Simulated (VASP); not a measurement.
A run of VASP 6.6.1 is set up as follows.

Contents of INCAR:

```
SYSTEM = Bi
ALGO = Fast
EDIFF = 1E-6
ENCUT = 520
GGA = PE
ISIF = 2
ISMEAR = -1
IVDW = 13
LASPH = .TRUE.
LCHARG = .FALSE.
LREAL = .FALSE.
LWAVE = .FALSE.
NBANDS = 22
NELM = 100
PREC = Accurate
SIGMA = 0.15
```

KPOINTS

```
k-points
0
G
  12 12 12
  0 0 0
```

The input POSCAR:

```
Bi
1.0
    2.2659472777      1.3082452708      3.8715324812
   -2.2659472777      1.3082452708      3.8715324812
    0.0000000000     -2.6164905415      3.8715324812
Bi
2
Direct
    0.2379632855      0.2379632855      0.2379632855
    0.7620367145      0.7620367145      0.7620367145
```

Potentials or basis: VASP PAW PBE potentials, release 64 (Bi_d).

Launch:

```bash
$ cat potpaw_PBE.64/Bi_d/POTCAR > POTCAR
$ mpirun -np 1 vasp_std > vasp.out
```

Q: What does it give for the largest force?

A: 0.005 eV/Å.

Q: Estimate the pressure.

A: 0.0 GPa.

Q: What does it give for the band gap on the k mesh?

A: Zero (bands 15 and 16 overlap by 0.21 eV).

Forces in eV/Å, atoms in the order of the input:
```
Bi   0.000  0.000  0.005
Bi   0.000  0.000 -0.005
```

Caveat: spin-orbit coupling is left out, which moves the levels of the heavy elements.
